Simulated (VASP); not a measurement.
# Sb (Im-3m) in VASP: settings compared

The runs below take Sb through single point, with PBEsol, PBE+D4.

Program: VASP 6.6.1. These are calculated values, not measurements. Logs are shortened: lines on timing, memory, paths and dates and some standing lists are left out, and cuts for length are marked.

## 1. The cell of the first run

The structure is cubic, space group Im-3m (No. 229). Conventional cell: a = 3.742 Å, b = 3.742 Å, c = 3.742 Å, α = 90.00°, β = 90.00°, γ = 90.00°. Within 4.3 Å of Sb (site symmetry m-3m) lie 14 Sb at 3.24 to 3.74 Å.

## 2. Single point, PBEsol

Contents of INCAR:

```
PREC = Accurate
ENCUT = 520
EDIFF = 1E-7
ISMEAR = -1
SIGMA = 0.1
LREAL = False
LASPH = True
NELM = 100
ALGO = Normal
ISIF = 2
LWAVE = False
LCHARG = True
GGA = PS
LELF = True
LVHAR = True
NBANDS = 8
```

Contents of KPOINTS:

```
regular mesh
0
Gamma
  10 10 10
```

Contents of POSCAR:

```
Sb
1.0
   -1.8708677292      1.8708677292      1.8708677292
    1.8708677292     -1.8708677292      1.8708677292
    1.8708677292      1.8708677292     -1.8708677292
Sb
1
Direct
    0.0000000000      0.0000000000      0.0000000000
```

Potentials or basis: VASP PAW PBE potentials, release 64 (Sb).

Command:

```console
$ cat potpaw_PBE.64/Sb/POTCAR > POTCAR
$ mpirun -np 1 vasp_std > vasp.out
```

OUTCAR:

```text
PREC = Accurate
   ENCUT = 520
   EDIFF = 1E-7
   ISMEAR = -1
   LREAL = False
   LASPH = True
   NELM = 100
   ISIF = 2
   GGA = PS

 ion  position               nearest neighbor table
   1  0.000  0.000  0.000-

  LATTYP: Found a body centered cubic cell.
 ALAT       =     3.7417354584

  Lattice vectors:

 A1 = (  -1.8708677292,   1.8708677292,   1.8708677292)
 A2 = (   1.8708677292,  -1.8708677292,   1.8708677292)
 A3 = (   1.8708677292,   1.8708677292,  -1.8708677292)

Analysis of symmetry for initial positions (statically):
=====================================================================
 Subroutine PRICEL returns:
 Original cell was already a primitive cell.

 Routine SETGRP: Setting up the symmetry group for a
 body centered cubic supercell.

 Subroutine GETGRP returns: Found 48 space group operations
 (whereof 48 operations were pure point group operations)
 out of a pool of 48 trial point group operations.

The static configuration has the point symmetry O_h .

Analysis of symmetry for dynamics (positions and initial velocities):
=====================================================================
 Subroutine PRICEL returns:
 Original cell was already a primitive cell.

 Routine SETGRP: Setting up the symmetry group for a
 body centered cubic supercell.

 Subroutine GETGRP returns: Found 48 space group operations
 (whereof 48 operations were pure point group operations)
 out of a pool of 48 trial point group operations.

The dynamic configuration has the point symmetry O_h .

 Subroutine INISYM returns: Found 48 space group operations
 (whereof 48 operations are pure point group operations),
 and found     1 'primitive' translations

----------------------------------------------------------------------------------------

                                     Primitive cell

  volume of cell :      26.1932

  direct lattice vectors                    reciprocal lattice vectors
    -1.870867729  1.870867729  1.870867729     0.000000000  0.267255665  0.267255665
     1.870867729 -1.870867729  1.870867729     0.267255665  0.000000000  0.267255665
     1.870867729  1.870867729 -1.870867729     0.267255665  0.267255665  0.000000000

  length of vectors
     3.240437961  3.240437961  3.240437961     0.377956587  0.377956587  0.377956587

  position of ions in fractional coordinates (direct lattice)
     0.000000000  0.000000000  0.000000000

  ion indices of the primitive-cell ions
   primitive index   ion index
                 1           1

----------------------------------------------------------------------------------------

 KPOINTS: regular mesh

Automatic generation of k-mesh.
 Grid dimensions read from file:
 generate k-points for:   10   10   10

 Generating k-lattice:

  Cartesian coordinates                     Fractional coordinates (reciprocal lattice)
     0.000000000  0.026725567  0.026725567     0.100000000  0.000000000  0.000000000
     0.026725567  0.000000000  0.026725567     0.000000000  0.100000000  0.000000000
     0.026725567  0.026725567  0.000000000     0.000000000  0.000000000  0.100000000

  Length of vectors
     0.037795659  0.037795659  0.037795659

  Shift w.r.t. Gamma in fractional coordinates (k-lattice)
     0.000000000  0.000000000  0.000000000

 Subroutine IBZKPT returns following result:
 ===========================================

 Found     47 irreducible k-points:

 Following reciprocal coordinates:
            Coordinates               Weight
  0.000000  0.000000  0.000000      1.000000
  0.100000  0.000000  0.000000     12.000000
  0.200000  0.000000  0.000000     12.000000
  0.300000  0.000000  0.000000     12.000000
  0.400000  0.000000  0.000000     12.000000
  0.500000  0.000000  0.000000      6.000000
[... 16 lines left out ...]
  0.300000  0.300000  0.100000      8.000000
 -0.300000  0.300000  0.100000     24.000000
 [... further k-points ...]
   k-points           NKPTS =     47   k-points in BZ     NKDIM =     47   number of bands    NBANDS=      8
   number of dos      NEDOS =    301   number of ions     NIONS =      1
   total plane-waves  NPLWV =  13824
   dimension x,y,z NGX =    24 NGY =   24 NGZ =   24
   dimension x,y,z NGXF=    48 NGYF=   48 NGZF=   48
   ions per type =               1
   NGX,Y,Z   is equivalent  to a cutoff of  12.31, 12.31, 12.31 a.u.
   NGXF,Y,Z  is equivalent  to a cutoff of  24.63, 24.63, 24.63 a.u.
 SYSTEM =  unknown system
   PREC   = accura    normal or accurate (medium, high low for compatibility)
   ISTART =      0    job   : 0-new  1-cont  2-samecut
   ICHARG =      2    charge: 1-file 2-atom 10-const
   ISPIN  =      1    spin polarized calculation?
   LNONCOLLINEAR =      F non collinear calculations
   LSORBIT =      F    spin-orbit coupling
   LASPH  =      T    aspherical Exc in radial PAW
   ENCUT  =  520.0 eV  38.22 Ry    6.18 a.u.   6.03  6.03  6.03*2*pi/ulx,y,z
   NELM   =    100;   NELMIN=  2; NELMDL= -5     # of ELM steps
   EDIFF  = 0.1E-06   stopping-criterion for ELM
   LREAL  =      F    real-space projection
   EDIFFG = 0.1E-05   stopping-criterion for IOM
   NSW    =      0    number of steps for IOM
   IBRION =     -1    ionic relax: 0-MD 1-quasi-New 2-CG
   NFREE  =      0    steps in history (QN), initial steepest desc. (CG)
   ISIF   =      2    stress and relaxation
   ISYM   =      2    0-nonsym 1-usesym 2-fastsym
   POTIM  = 0.5000    time-step for ionic-motion
   TEBEG  =    0.0;   TEEND  =   0.0 temperature during run
   PSTRESS=    0.0 pullay stress
   NELECT =       5.0000    total number of electrons
   NUPDOWN=      -1.0000    fix difference up-down
   EMIN   =  10.00;   EMAX   =-10.00  energy-range for DOS
   EFERMI =   0.00;   METHOD = LEGACY
   ISMEAR =    -1;   SIGMA  =   0.10  broadening in eV -4-tet -1-fermi 0-gaus
   EFERMI_NEDOS =   21; number of points for ismear=-14 and -15
   IALGO  =     38    algorithm
   IMIX   =      4    mixing-type and parameters
     AMIX     =   0.40;   BMIX     =  1.00
     AMIX_MAG =   1.60;   BMIX_MAG =  1.00
  volume/ion in A,a.u.               =      26.19       176.76
  Fermi-wavevector in a.u.,A,eV,Ry     =   0.942617  1.781287 12.089131  0.888526
  Thomas-Fermi vector in A             =   2.070244
   LORBIT       =      0    0 simple, 1 ext, 2 COOP (PROOUT), +10 PAW based schemes
   GGA     = PS    functional components
   LHFCALC =     F    Hartree Fock is set to
   AEXX    =    0.0000 exact exchange contribution
   IVDW    =     0    specifies the selected vdW correction
   LEPSILON=     F    determine dielectric tensor
   LRPA    =     F    only Hartree local field effects (RPA)
 non-spin polarized calculation
  energy-cutoff  :      520.00
  volume of cell :       26.19
 maximum number of plane-waves:       719
   NGX = 13   NGY = 13   NGZ = 13

 number of electron       4.9999999 magnetization

 Free energy of the ion-electron system (eV)
  ---------------------------------------------------
  ext. energy  EPLUGINS =         0.00000000
  ---------------------------------------------------
  free energy    TOTEN  =        -4.38678450 eV

  energy without entropy =       -4.35931361  energy(sigma->0) =       -4.37304905

 E-fermi :   8.6510     XC(G=0): -10.4489

 val. band max:        8.6339623878   @ k =  -0.3000   0.4000   0.1000
 cond. band min:       8.6550438226   @ k =   0.3000   0.1000   0.1000
 fundamental gap:      0.0210814348
 Fermi energy:         8.6510446127

 k-point     1 :       0.0000    0.0000    0.0000
  band No.  band energies     occupation
      1      -4.4052      2.00000
      2      14.3735      0.00000
      3      14.3735      0.00000
      4      14.3735      0.00000
      5      19.3770      0.00000
      6      19.3770      0.00000
      7      19.3770      0.00000
      8      20.4916      0.00000

 k-point     2 :       0.1000    0.0000    0.0000
  band No.  band energies     occupation
      1      -4.1901      2.00000
      2      12.8068      0.00000
      3      13.7004      0.00000
      4      14.1813      0.00000
      5      18.1945      0.00000
      6      18.2967      0.00000
      7      19.8564      0.00000
      8      20.2801      0.00000

 k-point     3 :       0.2000    0.0000    0.0000
  band No.  band energies     occupation
      1      -3.5489      2.00000
      2       9.8515      0.00001
      3      12.4670      0.00000
      4      13.6749      0.00000
      5      16.8307      0.00000
      6      17.1445      0.00000
      7      19.7967      0.00000
      8      20.8333      0.00000

 k-point     4 :       0.3000    0.0000    0.0000
  band No.  band energies     occupation
      1      -2.5028      2.00000
      2       6.8578      2.00000
      3      11.3775      0.00000
      4      13.0841      0.00000
      5      15.8961      0.00000
      6      16.3118      0.00000
      7      20.4662      0.00000
      8      21.6084      0.00000

 k-point     5 :       0.4000    0.0000    0.0000
  band No.  band energies     occupation
      1      -1.1499      2.00000
      2       4.2686      2.00000
      3      10.6664      0.00000
      4      12.6457      0.00000
      5      15.3536      0.00000
      6      15.8125      0.00000
      7      21.6191      0.00000
      8      22.6891      0.00000
[... 177 lines left out ...]
 k-point    22 :      -0.2000    0.2000    0.1000
  band No.  band energies     occupation
      1      -3.3356      2.00000
      2       9.9344      0.00001
      3      11.7739      0.00000
      4      12.5451      0.00000
      5      16.5265      0.00000
      6      18.1258      0.00000
      7      18.7280      0.00000
      8      21.3898      0.00000

 k-point    23 :       0.3000    0.3000    0.1000
  band No.  band energies     occupation
      1       0.6901      2.00000
      2       4.9768      2.00000
      3       4.9768      2.00000
      4       8.7875      0.40691
      5      20.3091      0.00000
      6      22.1291      0.00000
      7      22.1291      0.00000
      8      24.6614      0.00000

 k-point    24 :      -0.3000    0.3000    0.1000
  band No.  band energies     occupation
      1      -2.2925      2.00000
      2       7.0225      2.00000
      3      10.7004      0.00000
      4      12.0714      0.00000
      5      16.3535      0.00000
      6      17.2957      0.00000
      7      18.4912      0.00000
      8      23.7526      0.00000

 [... further k-points ...]

------------------------ aborting loop because EDIFF is reached ----------------------------------------

  FORCE on cell =-STRESS in cart. coord.  units (eV):
  Direction    XX          YY          ZZ          XY          YZ          ZX
  --------------------------------------------------------------------------------------
  -------------------------------------------------------------------------------------
  Total        0.0008038      0.0008038      0.0008038     -0.0000000     -0.0000000      0.0000000
  in kB        0.0491655      0.0491655      0.0491655     -0.0000000     -0.0000000      0.0000000
  external PRESSURE =       0.0491655 kB  Pullay stress =       0.0000000 kB

 VOLUME and BASIS-vectors are now :
 -----------------------------------------------------------------------------
  energy-cutoff  :      520.00
  volume of cell :       26.19
      direct lattice vectors                 reciprocal lattice vectors
    -1.870867729  1.870867729  1.870867729     0.000000000  0.267255665  0.267255665
     1.870867729 -1.870867729  1.870867729     0.267255665  0.000000000  0.267255665
     1.870867729  1.870867729 -1.870867729     0.267255665  0.267255665  0.000000000

 POSITION                                       TOTAL-FORCE (eV/Angst)
 -----------------------------------------------------------------------------------
      0.00000      0.00000      0.00000         0.000000      0.000000      0.000000
 -----------------------------------------------------------------------------------
    total drift:                                0.000000     -0.000000      0.000000

  FREE ENERGIE OF THE ION-ELECTRON SYSTEM (eV)
  ---------------------------------------------------
  free  energy   TOTEN  =        -4.3867844963 eV

  energy  without entropy=       -4.3593136136  energy(sigma->0) =       -4.37304905
```

It took 7.8 s on 1 thread of Intel Xeon 8259CL, shared host; peak memory 0.14 GiB.

Results:

| Item | Value |
| --- | --- |
| Free energy | -4.3868 eV |
| Pressure | 0.0 GPa |

Caveat: the PAW data sets were made with another functional, which shifts forces and pressure a little; spin-orbit coupling is left out, which moves the levels of the heavy elements.

## 3. Single point, PBE+D4

Contents of INCAR:

```
SYSTEM = Sb
ALGO = Normal
EDIFF = 1E-7
ENCUT = 520
GGA = PE
ISIF = 2
ISMEAR = -1
IVDW = 13
LASPH = .TRUE.
LCHARG = .TRUE.
LELF = .TRUE.
LREAL = .FALSE.
LVHAR = .TRUE.
LWAVE = .FALSE.
NBANDS = 8
NELM = 100
PREC = Accurate
SIGMA = 0.1
```

Contents of KPOINTS:

```
k-points
0
G
  10 10 10
  0 0 0
```

Contents of POSCAR:

```
Sb
1.0
   -1.8706510747      1.8706510747      1.8706510747
    1.8706510747     -1.8706510747      1.8706510747
    1.8706510747      1.8706510747     -1.8706510747
Sb
1
Direct
    0.0000000000      0.0000000000      0.0000000000
```

Potentials or basis: VASP PAW PBE potentials, release 64 (Sb).

Command:

```console
$ cat potpaw_PBE.64/Sb/POTCAR > POTCAR
$ mpirun -np 1 vasp_std > vasp.out
```

OUTCAR:

```text
SYSTEM = Sb
   EDIFF = 1E-7
   ENCUT = 520
   GGA = PE
   ISIF = 2
   ISMEAR = -1
   IVDW = 13
   LASPH = .TRUE.
   LREAL = .FALSE.
   NELM = 100
   PREC = Accurate

 ion  position               nearest neighbor table
   1  0.000  0.000  0.000-

  LATTYP: Found a body centered cubic cell.
 ALAT       =     3.7413021494

  Lattice vectors:

 A1 = (  -1.8706510747,   1.8706510747,   1.8706510747)
 A2 = (   1.8706510747,  -1.8706510747,   1.8706510747)
 A3 = (   1.8706510747,   1.8706510747,  -1.8706510747)

Analysis of symmetry for initial positions (statically):
=====================================================================
 Subroutine PRICEL returns:
 Original cell was already a primitive cell.

 Routine SETGRP: Setting up the symmetry group for a
 body centered cubic supercell.

 Subroutine GETGRP returns: Found 48 space group operations
 (whereof 48 operations were pure point group operations)
 out of a pool of 48 trial point group operations.

The static configuration has the point symmetry O_h .

Analysis of symmetry for dynamics (positions and initial velocities):
=====================================================================
 Subroutine PRICEL returns:
 Original cell was already a primitive cell.

 Routine SETGRP: Setting up the symmetry group for a
 body centered cubic supercell.

 Subroutine GETGRP returns: Found 48 space group operations
 (whereof 48 operations were pure point group operations)
 out of a pool of 48 trial point group operations.

The dynamic configuration has the point symmetry O_h .

 Subroutine INISYM returns: Found 48 space group operations
 (whereof 48 operations are pure point group operations),
 and found     1 'primitive' translations

----------------------------------------------------------------------------------------

[... 108 lines left out ...]
   IMIX   =      4    mixing-type and parameters
     AMIX     =   0.40;   BMIX     =  1.00
     AMIX_MAG =   1.60;   BMIX_MAG =  1.00
  volume/ion in A,a.u.               =      26.18       176.70
  Fermi-wavevector in a.u.,A,eV,Ry     =   0.942726  1.781493 12.091931  0.888732
  Thomas-Fermi vector in A             =   2.070363
   LORBIT       =      0    0 simple, 1 ext, 2 COOP (PROOUT), +10 PAW based schemes
   GGA     = PE    functional components
   LHFCALC =     F    Hartree Fock is set to
   AEXX    =    0.0000 exact exchange contribution
   IVDW    =    13    specifies the selected vdW correction
   LEPSILON=     F    determine dielectric tensor
   LRPA    =     F    only Hartree local field effects (RPA)
 non-spin polarized calculation
  energy-cutoff  :      520.00
  volume of cell :       26.18
 maximum number of plane-waves:       719
   NGX = 13   NGY = 13   NGZ = 13

 number of electron       4.9999999 magnetization

 Free energy of the ion-electron system (eV)
  ---------------------------------------------------
  ext. energy  EPLUGINS =         0.00000000
  ---------------------------------------------------
  free energy    TOTEN  =        -3.90139385 eV

  energy without entropy =       -3.87388951  energy(sigma->0) =       -3.88764168

 E-fermi :   8.8089     XC(G=0): -10.3501

 val. band max:        8.7908766867   @ k =  -0.3000   0.4000   0.1000
 cond. band min:       8.8135590725   @ k =   0.3000   0.1000   0.1000
 fundamental gap:      0.0226823858
 Fermi energy:         8.8089257246

 k-point     1 :       0.0000    0.0000    0.0000
  band No.  band energies     occupation
      1      -4.2413      2.00000
      2      14.5351      0.00000
      3      14.5351      0.00000
      4      14.5351      0.00000
      5      19.4776      0.00000
      6      19.4776      0.00000
      7      19.4776      0.00000
      8      20.6412      0.00000
[... 243 lines left out ...]
 k-point    24 :      -0.3000    0.3000    0.1000
  band No.  band energies     occupation
      1      -2.1287      2.00000
      2       7.1844      2.00000
      3      10.8529      0.00000
      4      12.2366      0.00000
      5      16.5130      0.00000
      6      17.4233      0.00000
      7      18.6385      0.00000
      8      23.8469      0.00000

 [... further k-points ...]

------------------------ aborting loop because EDIFF is reached ----------------------------------------

  DFT-D4 for vdW energy calculation

  Edisp (eV):   -0.57734

  FORCE on cell =-STRESS in cart. coord.  units (eV):
  Direction    XX          YY          ZZ          XY          YZ          ZX
  --------------------------------------------------------------------------------------
  -------------------------------------------------------------------------------------
  Total      -0.02003    -0.02003    -0.02003    -0.00000     0.00000    -0.00000
  in kB      -1.22550    -1.22550    -1.22550    -0.00000     0.00000    -0.00000
  external pressure =       -1.23 kB  Pullay stress =        0.00 kB

 VOLUME and BASIS-vectors are now :
 -----------------------------------------------------------------------------
  energy-cutoff  :      520.00
  volume of cell :       26.18
      direct lattice vectors                 reciprocal lattice vectors
    -1.870651075  1.870651075  1.870651075     0.000000000  0.267286618  0.267286618
     1.870651075 -1.870651075  1.870651075     0.267286618  0.000000000  0.267286618
     1.870651075  1.870651075 -1.870651075     0.267286618  0.267286618  0.000000000

 POSITION                                       TOTAL-FORCE (eV/Angst)
 -----------------------------------------------------------------------------------
      0.00000      0.00000      0.00000        -0.000000     -0.000000      0.000000
 -----------------------------------------------------------------------------------
    total drift:                                0.000000      0.000000     -0.000000

  FREE ENERGIE OF THE ION-ELECTRON SYSTEM (eV)
  ---------------------------------------------------
  free  energy   TOTEN  =        -4.4787320120 eV

  energy  without entropy=       -4.4512276763  energy(sigma->0) =       -4.46497984
```

stdout:

```text
POSCAR found type information on POSCAR Sb
 POSCAR found :  1 types and       1 ions
 scaLAPACK will be used
 LDA part: xc-table for (Slater+PW92), standard interpolation
 POSCAR, INCAR and KPOINTS ok, starting setup
 FFT: planning ... GRIDC
 FFT: planning ... GRID_SOFT
 FFT: planning ... GRID
 WAVECAR not read
 entering main loop
```

Run time: 10 s. Hardware: 1 thread of Intel Xeon 8259CL, shared host; peak memory 0.14 GiB.

What came out:

- Free energy: -4.4787 eV
- Pressure: -0.1 GPa
- Dispersion energy per atom: -0.577 eV

Caveat: spin-orbit coupling is left out, which moves the levels of the heavy elements; pairwise dispersion overbinds metals, which lowers pressure and volume.
